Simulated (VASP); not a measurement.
# Ta in VASP: a series of runs

The runs below take Ta through single point, with PBEsol.

Everything below comes from runs of VASP 6.6.1. Logs are shortened: lines on timing, memory, paths and dates and some standing lists are left out, and cuts for length are marked.

### Step 1. The cell of the first run

The cell holds a wire or tube with vacuum around it, 4 atoms: a = 22.709 Å, b = 22.709 Å, c = 2.369 Å, α = 90.00°, β = 90.00°, γ = 90.00°.

### Step 2. Single point, PBEsol

INCAR reads:

```
PREC = Accurate ; ENCUT = 520
EDIFF = 1E-6 ; ISMEAR = -1
SIGMA = 0.1 ; LREAL = F
LASPH = T ; NELM = 80
ALGO = Normal ; ISIF = 2
LWAVE = F ; LCHARG = F
GGA = PS ; NBANDS = 30
```

KPOINTS reads:

```
Automatic mesh
0
Gamma
  1 1 8
```

POSCAR reads:

```
Ta
1.0
   22.7090925347      0.0000000000      0.0000000000
    0.0000000000     22.7090925347      0.0000000000
    0.0000000000      0.0000000000      2.3692466913
Ta
4
Direct
    0.3186294538      0.8186294538      0.0000000000
    0.6813705462      0.1813705462      0.0000000000
    0.1813705462      0.3186294538      0.0000000000
    0.8186294538      0.6813705462      0.0000000000
```

Potentials or basis: VASP PAW PBE potentials, release 64 (Ta_pv).

Command:

```bash
cat potpaw_PBE.64/Ta_pv/POTCAR > POTCAR
mpirun -np 1 vasp_std > vasp.out
```

OUTCAR:

```text
PREC = Accurate
   ENCUT = 520
   EDIFF = 1E-6
   ISMEAR = -1
   LREAL = F
   LASPH = T
   NELM = 80
   ISIF = 2
   GGA = PS

 ion  position               nearest neighbor table
   1  0.319  0.819  0.000-
   2  0.681  0.181  0.000-
   3  0.181  0.319  0.000-
   4  0.819  0.681  0.000-

  LATTYP: Found a simple tetragonal cell.
 ALAT       =    22.7090925347
 C/A-ratio  =     0.1043303112

  Lattice vectors:

 A1 = (  22.7090925347,   0.0000000000,   0.0000000000)
 A2 = (   0.0000000000,  22.7090925347,   0.0000000000)
 A3 = (   0.0000000000,   0.0000000000,   2.3692466913)

Analysis of symmetry for initial positions (statically):
=====================================================================
 Subroutine PRICEL returns:
 Original cell was already a primitive cell.

 Routine SETGRP: Setting up the symmetry group for a
 simple tetragonal supercell.

 Subroutine GETGRP returns: Found 16 space group operations
 (whereof  8 operations were pure point group operations)
 out of a pool of 16 trial point group operations.

The static configuration has the point symmetry C_4h.
 The point group associated with its full space group is D_4h.

Analysis of symmetry for dynamics (positions and initial velocities):
=====================================================================
 Subroutine PRICEL returns:
 Original cell was already a primitive cell.

 Routine SETGRP: Setting up the symmetry group for a
 simple tetragonal supercell.

 Subroutine GETGRP returns: Found 16 space group operations
 (whereof  8 operations were pure point group operations)
 out of a pool of 16 trial point group operations.

The dynamic configuration has the point symmetry C_4h.
 The point group associated with its full space group is D_4h.

 Subroutine INISYM returns: Found 16 space group operations
 (whereof  8 operations are pure point group operations),
 and found     1 'primitive' translations

----------------------------------------------------------------------------------------

                                     Primitive cell

  volume of cell :    1221.8274

  direct lattice vectors                    reciprocal lattice vectors
    22.709092535  0.000000000  0.000000000     0.044035225  0.000000000  0.000000000
     0.000000000 22.709092535  0.000000000     0.000000000  0.044035225  0.000000000
[... 67 lines left out ...]
   ENCUT  =  520.0 eV  38.22 Ry    6.18 a.u.  42.22 42.22  4.41*2*pi/ulx,y,z
   NELM   =     80;   NELMIN=  2; NELMDL= -5     # of ELM steps
   EDIFF  = 0.1E-05   stopping-criterion for ELM
   LREAL  =      F    real-space projection
   EDIFFG = 0.1E-04   stopping-criterion for IOM
   NSW    =      0    number of steps for IOM
   IBRION =     -1    ionic relax: 0-MD 1-quasi-New 2-CG
   NFREE  =      0    steps in history (QN), initial steepest desc. (CG)
   ISIF   =      2    stress and relaxation
   ISYM   =      2    0-nonsym 1-usesym 2-fastsym
   POTIM  = 0.5000    time-step for ionic-motion
   TEBEG  =    0.0;   TEEND  =   0.0 temperature during run
   PSTRESS=    0.0 pullay stress
   NELECT =      44.0000    total number of electrons
   NUPDOWN=      -1.0000    fix difference up-down
   EMIN   =  10.00;   EMAX   =-10.00  energy-range for DOS
   EFERMI =   0.00;   METHOD = LEGACY
   ISMEAR =    -1;   SIGMA  =   0.10  broadening in eV -4-tet -1-fermi 0-gaus
   EFERMI_NEDOS =   21; number of points for ismear=-14 and -15
   IALGO  =     38    algorithm
   IMIX   =      4    mixing-type and parameters
     AMIX     =   0.40;   BMIX     =  1.00
     AMIX_MAG =   1.60;   BMIX_MAG =  1.00
  volume/ion in A,a.u.               =     305.46      2061.32
  Fermi-wavevector in a.u.,A,eV,Ry     =   0.540616  1.021617  3.976520  0.292266
  Thomas-Fermi vector in A             =   1.567828
   LORBIT       =      0    0 simple, 1 ext, 2 COOP (PROOUT), +10 PAW based schemes
   GGA     = PS    functional components
   LHFCALC =     F    Hartree Fock is set to
   AEXX    =    0.0000 exact exchange contribution
   IVDW    =     0    specifies the selected vdW correction
   LEPSILON=     F    determine dielectric tensor
   LRPA    =     F    only Hartree local field effects (RPA)
 non-spin polarized calculation
  energy-cutoff  :      520.00
  volume of cell :     1221.83
 maximum number of plane-waves:     33093
 NGX is ok and might be reduce to   180
   NGX = 85   NGY = 85   NGZ =  9

 number of electron      43.9999999 magnetization

 Free energy of the ion-electron system (eV)
  ---------------------------------------------------
  ext. energy  EPLUGINS =         0.00000000
  ---------------------------------------------------
  free energy    TOTEN  =       -28.16232516 eV

  energy without entropy =      -27.58338754  energy(sigma->0) =      -27.87285635

 E-fermi :  -3.6541     XC(G=0):  -1.8959

 val. band max:       -3.7236463098   @ k =   0.0000   0.0000   0.2500
 cond. band min:      -3.6033376139   @ k =   0.0000   0.0000   0.1250
 fundamental gap:      0.1203086959
 Fermi energy:        -3.6540687736

 k-point     1 :       0.0000    0.0000    0.0000
  band No.  band energies     occupation
      1     -38.3916      2.00000
      2     -38.3916      2.00000
      3     -38.3916      2.00000
      4     -38.3916      2.00000
      5     -38.3916      2.00000
      6     -38.3916      2.00000
[... 154 lines left out ...]
     29      -1.3495      0.00000
     30      -1.3495      0.00000

------------------------ aborting loop because EDIFF is reached ----------------------------------------

  FORCE on cell =-STRESS in cart. coord.  units (eV):
  Direction    XX          YY          ZZ          XY          YZ          ZX
  --------------------------------------------------------------------------------------
  -------------------------------------------------------------------------------------
  Total       -0.0213227     -0.0213227      0.6266911      0.0000000      0.0000000     -0.0000000
  in kB       -0.0279603     -0.0279603      0.8217776      0.0000000      0.0000000     -0.0000000
  external PRESSURE =       0.2552856 kB  Pullay stress =       0.0000000 kB

 VOLUME and BASIS-vectors are now :
 -----------------------------------------------------------------------------
  energy-cutoff  :      520.00
  volume of cell :     1221.83
      direct lattice vectors                 reciprocal lattice vectors
    22.709092535  0.000000000  0.000000000     0.044035225  0.000000000  0.000000000
     0.000000000 22.709092535  0.000000000     0.000000000  0.044035225  0.000000000
     0.000000000  0.000000000  2.369246691     0.000000000  0.000000000  0.422075086

 POSITION                                       TOTAL-FORCE (eV/Angst)
 -----------------------------------------------------------------------------------
      7.23579     18.59033      0.00000        -0.000289     -0.000289      0.000000
     15.47331      4.11876      0.00000         0.000289      0.000289      0.000000
      4.11876      7.23579      0.00000         0.000289     -0.000289      0.000000
     18.59033     15.47331      0.00000        -0.000289      0.000289     -0.000000
 -----------------------------------------------------------------------------------
    total drift:                               -0.000000      0.000000      0.000000

  FREE ENERGIE OF THE ION-ELECTRON SYSTEM (eV)
  ---------------------------------------------------
  free  energy   TOTEN  =       -28.1623251610 eV

  energy  without entropy=      -27.5833875365  energy(sigma->0) =      -27.87285635
```

stdout:

```text
POSCAR found type information on POSCAR Ta
 POSCAR found :  1 types and       4 ions
 scaLAPACK will be used
 -----------------------------------------------------------------------------
|                                                                             |
|                                                                             |
|     You enforced a specific xc type in the INCAR file but a different       |
|     I HOPE YOU KNOW WHAT YOU ARE DOING!                                     |
|                                                                             |
 -----------------------------------------------------------------------------

 LDA part: xc-table for (Slater+PW92), standard interpolation
 POSCAR, INCAR and KPOINTS ok, starting setup
 FFT: planning ... GRIDC
 FFT: planning ... GRID_SOFT
 FFT: planning ... GRID
 WAVECAR not read
 entering main loop
```

It took 7 min on 1 thread of Intel Xeon Platinum 8375C at 2.90GHz (Ice Lake), shared host; peak memory 1 GiB.

What came out:

* Free energy: -28.1623 eV
* Band gap on the k mesh: zero (bands 22 and 23 overlap by 2.52 eV)

Levels at points of the mesh, in eV from the Fermi level:
```tsv
k point	band 18	band 19	band 20	band 21	band 22	band 23
(0.00, 0.00, 0.00)	-1.73	-1.73	-1.73	-0.24	-0.24	-0.24
(0.00, 0.00, 0.50)	-2.37	-2.37	-2.37	2.28	2.28	2.28
```

Caveat: the PAW data sets were made with another functional, which shifts forces and pressure a little; spin-orbit coupling is left out, which moves the levels of the heavy elements.

### Step 3. Single point, PBEsol

This run uses another cell than the first one.

INCAR reads:

```
SYSTEM = Ta
PREC     = Accurate       ! precision mode
ENCUT    = 520            ! plane-wave cutoff, eV
EDIFF    = 1E-6           ! SCF threshold, eV
ISMEAR   = -1             ! smearing method
SIGMA    = 0.1            ! smearing width, eV
LREAL    = .False.        ! projectors in reciprocal space
LASPH    = .True.         ! aspherical terms in the spheres
NELM     = 100            ! most SCF steps
ALGO     = Normal         ! electronic algorithm
ISIF     = 2              ! what is computed and relaxed
LWAVE    = .False.        ! write WAVECAR
LCHARG   = .False.        ! write CHGCAR
GGA      = PS             ! functional
NBANDS   = 30             ! bands
```

KPOINTS reads:

```
regular mesh
0
Gamma
  1 1 8
  0 0 0
```

POSCAR reads:

```
Ta
1.0
   22.7091110000      0.0000000000      0.0000000000
    0.0000000000     22.7091110000      0.0000000000
    0.0000000000      0.0000000000      2.3772800000
Ta
4
Direct
    0.3186290000      0.8186290000      0.0000000000
    0.6813710000      0.1813710000      0.0000000000
    0.1813710000      0.3186290000      0.0000000000
    0.8186290000      0.6813710000      0.0000000000
```

Potentials or basis: VASP PAW PBE potentials, release 64 (Ta_pv).

Command:

```bash
cat potpaw_PBE.64/Ta_pv/POTCAR > POTCAR
mpirun -np 1 vasp_std > vasp.out
```

It took 6.9 min on 1 thread of Intel Xeon Platinum 8375C at 2.90GHz (Ice Lake), shared host; peak memory 1 GiB.

The run converged. Its results:

| Quantity | Value |
| --- | --- |
| Free energy | -28.1623 eV |
| Band gap on the k mesh | zero (bands 22 and 23 overlap by 2.48 eV) |

Levels at points of the mesh, in eV from the Fermi level:
| k point | band 16 | band 17 | band 18 | band 19 | band 20 | band 21 | band 22 | band 23 | band 24 | band 25 |
| --- | --- | --- | --- | --- | --- | --- | --- | --- | --- | --- |
| (0.00, 0.00, 0.00) | -4.27 | -1.71 | -1.71 | -1.71 | -1.71 | -0.23 | -0.23 | -0.23 | -0.23 | -0.23 |
| (0.00, 0.00, 0.50) | -2.34 | -2.34 | -2.34 | -2.34 | -2.34 | 2.25 | 2.25 | 2.25 | 2.25 | 2.25 |

Caveat: the PAW data sets were made with another functional, which shifts forces and pressure a little; spin-orbit coupling is left out, which moves the levels of the heavy elements.

The gap in the log of VASP goes by the Fermi energy; the results here count the filled bands.